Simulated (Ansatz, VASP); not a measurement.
**One calculation of W, two programs**

File INCAR:

```
SYSTEM = W
PREC = Accurate
ENCUT = 500
EDIFF = 1E-6
ISMEAR = 0
SIGMA = 0.15
LREAL = .FALSE.
LASPH = .TRUE.
NELM = 120
ALGO = Normal
ISIF = 2
LWAVE = .FALSE.
LCHARG = .FALSE.
GGA = PS
NBANDS = 13
GGA_COMPAT = .FALSE.
```

The input KPOINTS:

```
regular mesh
0
G
  20 20 20
  0 0 0
```

POSCAR

```
W
1.0
   -0.1999126922      1.9991269217      1.6992578834
    1.7992142295      0.0000000000      1.4993451913
    1.9991269217      1.9991269217     -0.1999126922
W
1
Direct
    0.0000000000      0.0000000000      0.0000000000
```

Input for Ansatz:

```yaml
crystal:
  lattice:
    - [-0.1999126922, 1.9991269217, 1.6992578834]
    - [1.7992142295, 0.0, 1.4993451913]
    - [1.9991269217, 1.9991269217, -0.1999126922]
  atoms:
    - { symbol: W, position: [0.0, 0.0, 0.0] }
basis:
  ecutwfc: 420
kpoints:
  mp_grid: { grid: [20, 20, 20] }
hamiltonian:
  xc: pbesol
  pseudopotentials: { kind: paw, azcp: { folder: soft_1 } }
scf:
  occupations: { method: gaussian, width: 0.15 }
output:
  forces: true
  stress: true
  eigenvalues: true
```

Change from the starting cell: engineering shear strain xz -0.2000, normal strain along z -0.1500.

Alike in both runs: task single point; functional PBEsol; k mesh 20 × 20 × 20; occupations gaussian, width 0.15 eV; no spin polarisation.

```csv
,VASP,Ansatz
version,VASP 6.6.1,Ansatz 0.2.0
potentials or method,"VASP PAW PBE potentials, release 64 (W_sv), cutoff 500 eV","scalar-relativistic, plane waves, PAW"
valence electrons in the cell,14,14
```

Ansatz gave:

* gap on the k mesh at the Fermi level (eV): none
* pressure (GPa): 84.7
* traceless stress, the component that is largest in VASP (GPa): 53.96

Task: Which values does VASP return?

Result: gap on the k mesh at the Fermi level (eV): none; pressure (GPa): 87.3; traceless stress, the component that is largest in VASP (GPa): 56.06.

VASP's potentials were made for PBE, not for PBEsol, and Ansatz warns of the same on its side. A gap of «none» marks a metal or a gap that the smearing closes. Both programs put the cell under a high pressure, so it lies far from rest at this level.

Spin-orbit coupling is off throughout. Noted on VASP's run: the cell as given lies far from equilibrium.
